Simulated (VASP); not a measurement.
# Te2Mo in VASP: further runs

Te2Mo is run at these levels: PBE, PBEsol; tasks: single point.

All numbers are computed with VASP 6.6.1; they aren't measurements. Logs are shortened: lines on timing, memory, paths and dates and some standing lists are left out, and cuts for length are marked.

## 1. The cell of the first run

The cell holds a slab with vacuum, 3 atoms: a = 3.560 Å, b = 3.560 Å, c = 17.524 Å, α = 90.00°, β = 90.00°, γ = 120.00°.

## 2. Single point, PBE

INCAR reads:

```
  ALGO = Normal
  EDIFF = 1E-7
  ENCUT = 520
  GGA = PE
  ISIF = 2
  ISMEAR = 0
  LASPH = True
  LCHARG = False
  LREAL = False
  LWAVE = False
  NBANDS = 20
  NELM = 80
  PREC = Accurate
  SIGMA = 0.1
```

KPOINTS reads:

```
k-points
0
Gamma
  6 6 1
```

POSCAR reads:

```
Te2Mo
1.0
    3.5602328140      0.0000000000      0.0000000000
   -1.7801164070      3.0832520603      0.0000000000
    0.0000000000      0.0000000000     17.5240578200
Te Mo
2 1
Direct
    0.3333333300      0.6666666700      0.8978554500
    0.3333333300      0.6666666700      0.1021445500
    0.0000000000      0.0000000000      0.0000000000
```

Potentials or basis: VASP PAW PBE potentials, release 64 (Te, Mo_sv).

On the command line:

```sh
cat potpaw_PBE.64/Te/POTCAR potpaw_PBE.64/Mo_sv/POTCAR > POTCAR
mpirun -np 1 vasp_std > vasp.out
```

OUTCAR:

```text
EDIFF = 1E-7
   ENCUT = 520
   GGA = PE
   ISIF = 2
   ISMEAR = 0
   LASPH = True
   LREAL = False
   NELM = 80
   PREC = Accurate

 ion  position               nearest neighbor table
   1  0.333  0.667  0.898-   3 2.73   3 2.73   3 2.73   2 3.58
   2  0.333  0.667  0.102-   3 2.73   3 2.73   3 2.73   1 3.58
   3  0.000  0.000  0.000-   1 2.73   2 2.73   1 2.73   2 2.73   1 2.73   2 2.73

  LATTYP: Found a hexagonal cell.
 ALAT       =     3.5602328140
 C/A-ratio  =     4.9221662558

  Lattice vectors:

 A1 = (   3.5602328140,   0.0000000000,   0.0000000000)
 A2 = (  -1.7801164070,   3.0832520603,   0.0000000000)
 A3 = (   0.0000000000,   0.0000000000,  17.5240578200)

Analysis of symmetry for initial positions (statically):
=====================================================================
 Subroutine PRICEL returns:
 Original cell was already a primitive cell.

 Routine SETGRP: Setting up the symmetry group for a
 hexagonal supercell.

 Subroutine GETGRP returns: Found 12 space group operations
 (whereof 12 operations were pure point group operations)
 out of a pool of 24 trial point group operations.

The static configuration has the point symmetry D_3h.

Analysis of symmetry for dynamics (positions and initial velocities):
=====================================================================
 Subroutine PRICEL returns:
 Original cell was already a primitive cell.

 Routine SETGRP: Setting up the symmetry group for a
 hexagonal supercell.

 Subroutine GETGRP returns: Found 12 space group operations
 (whereof 12 operations were pure point group operations)
 out of a pool of 24 trial point group operations.

The dynamic configuration has the point symmetry D_3h.

 Subroutine INISYM returns: Found 12 space group operations
 (whereof 12 operations are pure point group operations),
 and found     1 'primitive' translations

----------------------------------------------------------------------------------------

                                     Primitive cell

  volume of cell :     192.3633

  direct lattice vectors                    reciprocal lattice vectors
     3.560232814  0.000000000  0.000000000     0.280880508  0.162166437  0.000000000
    -1.780116407  3.083252060  0.000000000     0.000000000  0.324332873  0.000000000
     0.000000000  0.000000000 17.524057820     0.000000000  0.000000000  0.057064409

  length of vectors
     3.560232814  3.560232814 17.524057820     0.324332873  0.324332873  0.057064409

  position of ions in fractional coordinates (direct lattice)
     0.333333330  0.666666670  0.897855450
     0.333333330  0.666666670  0.102144550
     0.000000000  0.000000000  0.000000000

  ion indices of the primitive-cell ions
   primitive index   ion index
                 1           1
                 2           2
                 3           3

----------------------------------------------------------------------------------------

 KPOINTS: k-points

Automatic generation of k-mesh.
 Grid dimensions read from file:
 generate k-points for:    6    6    1

 Generating k-lattice:

  Cartesian coordinates                     Fractional coordinates (reciprocal lattice)
     0.046813418  0.027027739  0.000000000     0.166666667  0.000000000  0.000000000
     0.000000000  0.054055479  0.000000000     0.000000000  0.166666667  0.000000000
     0.000000000  0.000000000  0.057064409     0.000000000  0.000000000  1.000000000

  Length of vectors
     0.054055479  0.054055479  0.057064409

  Shift w.r.t. Gamma in fractional coordinates (k-lattice)
     0.000000000  0.000000000  0.000000000

 Subroutine IBZKPT returns following result:
 ===========================================

 Found      7 irreducible k-points:

 Following reciprocal coordinates:
            Coordinates               Weight
  0.000000  0.000000  0.000000      1.000000
  0.166667  0.000000  0.000000      6.000000
  0.333333  0.000000  0.000000      6.000000
  0.500000  0.000000  0.000000      3.000000
  0.166667  0.166667  0.000000      6.000000
  0.333333  0.166667  0.000000     12.000000
  0.333333  0.333333  0.000000      2.000000
   k-points           NKPTS =      7   k-points in BZ     NKDIM =      7   number of bands    NBANDS=     20
   number of dos      NEDOS =    301   number of ions     NIONS =      3
   total plane-waves  NPLWV = 109760
   dimension x,y,z NGX =    28 NGY =   28 NGZ =  140
   dimension x,y,z NGXF=    56 NGYF=   56 NGZF=  280
   ions per type =               2   1
   NGX,Y,Z   is equivalent  to a cutoff of  13.07, 13.07, 13.28 a.u.
   NGXF,Y,Z  is equivalent  to a cutoff of  26.15, 26.15, 26.56 a.u.
 SYSTEM =  unknown system
   PREC   = accura    normal or accurate (medium, high low for compatibility)
   ISTART =      0    job   : 0-new  1-cont  2-samecut
   ICHARG =      2    charge: 1-file 2-atom 10-const
   ISPIN  =      1    spin polarized calculation?
   LNONCOLLINEAR =      F non collinear calculations
   LSORBIT =      F    spin-orbit coupling
   LASPH  =      T    aspherical Exc in radial PAW
   ENCUT  =  520.0 eV  38.22 Ry    6.18 a.u.   6.62  6.62 32.58*2*pi/ulx,y,z
   NELM   =     80;   NELMIN=  2; NELMDL= -5     # of ELM steps
   EDIFF  = 0.1E-06   stopping-criterion for ELM
   LREAL  =      F    real-space projection
   EDIFFG = 0.1E-05   stopping-criterion for IOM
   NSW    =      0    number of steps for IOM
   IBRION =     -1    ionic relax: 0-MD 1-quasi-New 2-CG
   NFREE  =      0    steps in history (QN), initial steepest desc. (CG)
   ISIF   =      2    stress and relaxation
   ISYM   =      2    0-nonsym 1-usesym 2-fastsym
   POTIM  = 0.5000    time-step for ionic-motion
   TEBEG  =    0.0;   TEEND  =   0.0 temperature during run
   PSTRESS=    0.0 pullay stress
   NELECT =      26.0000    total number of electrons
   NUPDOWN=      -1.0000    fix difference up-down
   EMIN   =  10.00;   EMAX   =-10.00  energy-range for DOS
   EFERMI =   0.00;   METHOD = LEGACY
   ISMEAR =     0;   SIGMA  =   0.10  broadening in eV -4-tet -1-fermi 0-gaus
   EFERMI_NEDOS =   21; number of points for ismear=-14 and -15
   IALGO  =     38    algorithm
   IMIX   =      4    mixing-type and parameters
     AMIX     =   0.40;   BMIX     =  1.00
     AMIX_MAG =   1.60;   BMIX_MAG =  1.00
  volume/ion in A,a.u.               =      64.12       432.71
  Fermi-wavevector in a.u.,A,eV,Ry     =   0.840153  1.587660  9.603777  0.705858
  Thomas-Fermi vector in A             =   1.954489
   LORBIT       =      0    0 simple, 1 ext, 2 COOP (PROOUT), +10 PAW based schemes
   GGA     = PE    functional components
   LHFCALC =     F    Hartree Fock is set to
   AEXX    =    0.0000 exact exchange contribution
   IVDW    =     0    specifies the selected vdW correction
   LEPSILON=     F    determine dielectric tensor
   LRPA    =     F    only Hartree local field effects (RPA)
 non-spin polarized calculation
 Gauss-broadening in eV      SIGMA  =   0.10
  energy-cutoff  :      520.00
  volume of cell :      192.36
 maximum number of plane-waves:      5225
 NGX is ok and might be reduce to    28
   NGX = 13   NGY = 13   NGZ = 65

 number of electron      26.0000000 magnetization

 Free energy of the ion-electron system (eV)
  ---------------------------------------------------
  ext. energy  EPLUGINS =         0.00000000
  ---------------------------------------------------
  free energy    TOTEN  =       -18.01884188 eV

  energy without entropy =      -18.01884188  energy(sigma->0) =      -18.01884188

 E-fermi :   0.6749     XC(G=0):  -4.7343

 val. band max:        0.1012210466   @ k =   0.3333   0.3333   0.0000
 cond. band min:       1.1476385553   @ k =   0.3333   0.3333   0.0000
 fundamental gap:      1.0464175087
 Fermi energy:         0.6748834938

 k-point     1 :       0.0000    0.0000    0.0000
  band No.  band energies     occupation
      1     -60.5665      2.00000
      2     -34.7134      2.00000
      3     -34.6164      2.00000
      4     -34.6164      2.00000
      5     -12.4347      2.00000
      6     -11.4519      2.00000
[... 12 lines left out ...]
     19       4.7612      0.00000
     20       5.6445      0.00000

 k-point     2 :       0.1667    0.0000    0.0000
  band No.  band energies     occupation
      1     -60.5644      2.00000
      2     -34.7070      2.00000
      3     -34.6452      2.00000
      4     -34.6231      2.00000
      5     -12.0712      2.00000
      6     -11.2038      2.00000
[... 12 lines left out ...]
     19       5.2082      0.00000
     20       6.1510      0.00000

 k-point     3 :       0.3333    0.0000    0.0000
  band No.  band energies     occupation
      1     -60.5603      2.00000
      2     -34.7023      2.00000
      3     -34.6942      2.00000
      4     -34.6365      2.00000
      5     -11.1590      2.00000
      6     -10.5931      2.00000
[... 12 lines left out ...]
     19       5.9447      0.00000
     20       6.1914      0.00000

 k-point     4 :       0.5000    0.0000    0.0000
  band No.  band energies     occupation
      1     -60.5582      2.00000
      2     -34.7306      2.00000
      3     -34.6878      2.00000
      4     -34.6431      2.00000
      5     -10.5235      2.00000
      6     -10.1917      2.00000
[... 12 lines left out ...]
     19       6.0742      0.00000
     20       6.6774      0.00000

 k-point     5 :       0.1667    0.1667    0.0000
  band No.  band energies     occupation
      1     -60.5613      2.00000
      2     -34.6974      2.00000
      3     -34.6828      2.00000
      4     -34.6385      2.00000
      5     -11.4247      2.00000
      6     -10.7662      2.00000
[... 12 lines left out ...]
     19       6.0310      0.00000
     20       6.9546      0.00000

 k-point     6 :       0.3333    0.1667    0.0000
  band No.  band energies     occupation
      1     -60.5582      2.00000
      2     -34.7164      2.00000
      3     -34.6878      2.00000
      4     -34.6576      2.00000
      5     -10.5653      2.00000
      6     -10.2016      2.00000
[... 12 lines left out ...]
     19       6.9167      0.00000
     20       6.9249      0.00000

 k-point     7 :       0.3333    0.3333    0.0000
  band No.  band energies     occupation
      1     -60.5572      2.00000
      2     -34.7037      2.00000
      3     -34.6879      2.00000
      4     -34.6846      2.00000
      5     -10.2340      2.00000
      6      -9.9756      2.00000
[... 12 lines left out ...]
     19       5.3019      0.00000
     20       7.4700      0.00000

------------------------ aborting loop because EDIFF is reached ----------------------------------------

  FORCE on cell =-STRESS in cart. coord.  units (eV):
  Direction    XX          YY          ZZ          XY          YZ          ZX
  --------------------------------------------------------------------------------------
  -------------------------------------------------------------------------------------
  Total        0.1705033      0.1705033      0.8349963      0.0000000     -0.0000000      0.0000000
  in kB        1.4201078      1.4201078      6.9546143      0.0000000     -0.0000000      0.0000000
  external PRESSURE =       3.2649433 kB  Pullay stress =       0.0000000 kB

 VOLUME and BASIS-vectors are now :
 -----------------------------------------------------------------------------
  energy-cutoff  :      520.00
  volume of cell :      192.36
      direct lattice vectors                 reciprocal lattice vectors
     3.560232814  0.000000000  0.000000000     0.280880508  0.162166437  0.000000000
    -1.780116407  3.083252060  0.000000000     0.000000000  0.324332873  0.000000000
     0.000000000  0.000000000 17.524057820     0.000000000  0.000000000  0.057064409

 POSITION                                       TOTAL-FORCE (eV/Angst)
 -----------------------------------------------------------------------------------
     -0.00000      2.05550     15.73407         0.000000      0.000000     -0.236373
     -0.00000      2.05550      1.78999        -0.000000     -0.000000      0.236373
      0.00000      0.00000      0.00000         0.000000      0.000000      0.000000
 -----------------------------------------------------------------------------------
    total drift:                                0.000009     -0.000005     -0.000000

  FREE ENERGIE OF THE ION-ELECTRON SYSTEM (eV)
  ---------------------------------------------------
  free  energy   TOTEN  =       -18.0188418780 eV

  energy  without entropy=      -18.0188418780  energy(sigma->0) =      -18.01884188
```

It took 59 s on 1 thread of Intel Xeon Platinum 8259CL at 2.50GHz (Skylake/Cascade Lake), shared host; peak memory 0.31 GiB.

What came out:

| Property | Result |
| --- | --- |
| Free energy | -18.0188 eV |
| Largest force | 0.236 eV/Å |
| Band gap on the k mesh | 1.05 eV, direct |

Forces in eV/Å, atoms in the order of the input:
```
Te   0.000  0.000 -0.236
Te   0.000  0.000  0.236
Mo   0.000  0.000  0.000
```

Caveat: spin-orbit coupling is left out, which moves the levels of the heavy elements.

[end of part 1 of 2]
